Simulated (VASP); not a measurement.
# TiO2 in VASP: notebook, part 2 of 2

VASP 6.6.1.

## Step 3: Single point, PBEsol

This run uses another cell than the first one: it holds 12 atoms, not 18.

Contents of INCAR:

```
  ALGO = Normal
  DIPOL = 0.5 0.5 0.501
  EDIFF = 1E-7
  ENCUT = 520
  GGA = PS
  IDIPOL = 3
  ISIF = 2
  ISMEAR = 0
  LASPH = T
  LCHARG = F
  LDIPOL = T
  LREAL = F
  LWAVE = F
  NBANDS = 60
  NELM = 80
  PREC = Accurate
  SIGMA = 0.05
```

Contents of KPOINTS:

```
k-points
0
Gamma
  9 6 1
```

Contents of POSCAR:

```
TiO2
1.0
    2.9389939992      0.0000000000      0.0000000000
    0.0000000000      4.5912476233      0.0000000000
    0.0000000000      0.0000000000     25.6826117463
O Ti
8 4
Direct
    0.5000000000      0.1955612568      0.3309632246
    0.5000000000      0.8044387432      0.4008836957
    0.0000000000      0.3044387432      0.4203475845
    0.0000000000      0.6955612568      0.4902680556
    0.5000000000      0.1927912854      0.5112034950
    0.5000000000      0.7861443008      0.5797695731
    0.0000000000      0.2639902759      0.6023536671
    0.0000000000      0.6278350135      0.6715123305
    0.0000000000      0.0000000000      0.3659234601
    0.5000000000      0.5000000000      0.4553078200
    0.0000000000      0.0103974751      0.5460019989
    0.5000000000      0.5218187103      0.6331841417
```

Potentials or basis: VASP PAW PBE potentials, release 64 (O, Ti_sv).

Command:

```console
$ cat potpaw_PBE.64/O/POTCAR potpaw_PBE.64/Ti_sv/POTCAR > POTCAR
$ mpirun -np 1 vasp_std > vasp.out
```

OUTCAR:

```text
EDIFF = 1E-7
   ENCUT = 520
   GGA = PS
   ISIF = 2
   ISMEAR = 0
   LASPH = T
   LREAL = F
   NELM = 80
   PREC = Accurate

 ion  position               nearest neighbor table
   1  0.500  0.196  0.331-   9 1.94   9 1.94
   2  0.500  0.804  0.401-   9 1.94   9 1.94  10 1.98
   3  0.000  0.304  0.420-  10 1.94  10 1.94   9 1.98
   4  0.000  0.696  0.490-  10 1.94  10 1.94  11 2.03
   5  0.500  0.193  0.511-  11 1.91  11 1.91  10 2.01
   6  0.500  0.786  0.580-  12 1.83  11 1.99  11 1.99
   7  0.000  0.264  0.602-  11 1.86  12 2.05  12 2.05
[... 1489 lines left out ...]
 -----------------------------------------------------------------------------
  energy-cutoff  :      520.00
  volume of cell :      346.55
      direct lattice vectors                 reciprocal lattice vectors
     2.938993999  0.000000000  0.000000000     0.340252481  0.000000000  0.000000000
     0.000000000  4.591247623  0.000000000     0.000000000  0.217805721  0.000000000
     0.000000000  0.000000000 25.682611746     0.000000000  0.000000000  0.038936850

 POSITION                                       TOTAL-FORCE (eV/Angst)
 -----------------------------------------------------------------------------------
      1.46950      0.89787      8.50000         0.000000     -2.226036      0.977377
      1.46950      3.69338     10.29574         0.000000     -1.183751      0.003704
      0.00000      1.39775     10.79562         0.000000     -0.634976     -0.371215
      0.00000      3.19349     12.59136         0.000000     -0.372266     -0.226845
      1.46950      0.88515     13.12904         0.000000      0.022160     -0.023707
      1.46950      3.60938     14.89000         0.000000      0.016065     -0.028388
      0.00000      1.21204     15.47002         0.000000      0.009741      0.038010
      0.00000      2.88255     17.24619         0.000000      0.053533      0.095495
      0.00000      0.00000      9.39787         0.000000      3.805875     -0.567200
      1.46950      2.29562     11.69349         0.000000      0.616834      0.136619
      0.00000      0.04774     14.02276         0.000000     -0.032631     -0.021305
      1.46950      2.39580     16.26182         0.000000     -0.074549     -0.012545
 -----------------------------------------------------------------------------------
    total drift:                                0.000000      0.001303      0.002147

  FREE ENERGIE OF THE ION-ELECTRON SYSTEM (eV)
  ---------------------------------------------------
  free  energy   TOTEN  =      -110.1302393846 eV

  energy  without entropy=     -110.1302393846  energy(sigma->0) =     -110.13023938

 vacuum level on the upper side and lower side of the slab         4.397         4.272
```

OSZICAR:

```text
N       E                     dE             d eps       ncg     rms          rms(c)
DAV:   1     0.132365611981E+04    0.13237E+04   -0.48526E+04  2688   0.155E+03
DAV:   2     0.834759681794E+02   -0.12402E+04   -0.11908E+04  2976   0.473E+02
DAV:   3    -0.124479370169E+03   -0.20796E+03   -0.20641E+03  3152   0.197E+02
[... 24 lines left out ...]
DAV:  28    -0.110130237645E+03   -0.26689E-05   -0.73638E-08  1824   0.664E-04    0.234E-04
DAV:  29    -0.110130238619E+03   -0.97385E-06   -0.12939E-08  1540   0.539E-04    0.887E-05
DAV:  30    -0.110130239187E+03   -0.56848E-06   -0.13464E-08  1544   0.359E-04    0.633E-05
DAV:  31    -0.110130239301E+03   -0.11369E-06   -0.40818E-09  1408   0.240E-04    0.338E-05
DAV:  32    -0.110130239385E+03   -0.83612E-07   -0.27756E-09  1412   0.164E-04
   1 F= -.11013024E+03 E0= -.11013024E+03  d E =-.311058E-12
```

stdout:

```text
POSCAR found type information on POSCAR O Ti
 POSCAR found :  2 types and      12 ions
 scaLAPACK will be used
 -----------------------------------------------------------------------------
|                                                                             |
|                                                                             |
|     You enforced a specific xc type in the INCAR file but a different       |
|     I HOPE YOU KNOW WHAT YOU ARE DOING!                                     |
|                                                                             |
 -----------------------------------------------------------------------------

 LDA part: xc-table for (Slater+PW92), standard interpolation
 POSCAR, INCAR and KPOINTS ok, starting setup
 FFT: planning ... GRIDC
 FFT: planning ... GRID_SOFT
 FFT: planning ... GRID
 WAVECAR not read
 entering main loop
```

It took 24 min on 1 thread of Intel Xeon 8259CL, shared host; peak memory 0.58 GiB.

Results:

- Free energy: -110.1302 eV
- Largest force: 3.848 eV/Å
- Band gap on the k mesh: 2.28 eV

Forces on the atoms (eV/Å):
```
O    0.000 -2.226  0.977
O    0.000 -1.184  0.004
O    0.000 -0.635 -0.371
O    0.000 -0.372 -0.227
O    0.000  0.022 -0.024
O    0.000  0.016 -0.028
O    0.000  0.010  0.038
O    0.000  0.054  0.095
Ti   0.000  3.806 -0.567
Ti   0.000  0.617  0.137
Ti   0.000 -0.033 -0.021
Ti   0.000 -0.075 -0.013
```

Levels at points of the mesh, in eV from the valence-band top:
```
           k point  band 46  band 47  band 48  band 49  band 50  band 51
(0.00, 0.00, 0.00)    -0.28    -0.18     0.00     2.28     2.50     2.90
(0.00, 0.50, 0.00)    -0.61    -0.39    -0.36     2.36     2.40     2.94
```

Caveat: the PAW data sets were made with another functional, which shifts forces and pressure a little.
